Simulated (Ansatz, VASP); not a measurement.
## Si2Ni: VASP beside Ansatz

The input INCAR:

```
ALGO = Normal
EDIFF = 1E-6
ENCUT = 600
GGA = PE
GGA_COMPAT = False
ISIF = 2
ISMEAR = 0
LASPH = True
LCHARG = False
LREAL = False
LWAVE = False
NBANDS = 16
NELM = 120
PREC = Accurate
SIGMA = 0.1
```

The input KPOINTS:

```
k-points
0
Gamma
  6 6 6
```

The input POSCAR:

```
Si2Ni
1.0
    0.0000000000      2.6931550500      2.6931550500
    2.6931550500      0.0000000000      2.6931550500
    2.6931550500      2.6931550500      0.0000000000
Si Ni
2 1
Direct
    0.2500000000      0.2500000000      0.2500000000
    0.7500000000      0.7500000000      0.7500000000
    0.0000000000      0.0000000000      0.0000000000
```

Input for Ansatz:

```yaml
crystal:
  lattice:
    - [0.0, 2.693155, 2.693155]
    - [2.693155, 0.0, 2.693155]
    - [2.693155, 2.693155, 0.0]
  atoms:
    - { symbol: Si, position: [0.25, 0.25, 0.25] }
    - { symbol: Si, position: [0.75, 0.75, 0.75] }
    - { symbol: Ni, position: [0.0, 0.0, 0.0] }
basis:
  ecutwfc: 420
kpoints:
  mp_grid: { grid: [6, 6, 6] }
hamiltonian:
  xc: pbe
scf:
  occupations: { method: gaussian, width: 0.1 }
output:
  forces: true
  stress: true
  eigenvalues: true
```

Alike in both runs: task single point; functional PBE; k mesh 6 × 6 × 6; occupations gaussian, width 0.1 eV; no spin polarisation.

|  | VASP | Ansatz |
| --- | --- | --- |
| version | VASP 6.6.1 | Ansatz 0.2.0 |
| potentials or method | VASP PAW PBE potentials, release 64 (Si, Ni), cutoff 600 eV | scalar-relativistic, plane waves, PAW |
| valence electrons in the cell | 18 | 26 |

```tsv
	VASP	Ansatz	Ansatz less VASP
gap on the k mesh at the Fermi level (eV)	none	none	-
pressure (GPa)	5.6	5.7	+0.14
```

A gap of «none» marks a metal or a gap that the smearing closes. The functional is the same, so the differences come from potentials, cutoffs and numerics. VASP's potentials hold 18 valence electrons a cell and Ansatz's 26, so a difference there can come from the potentials and not from the codes.
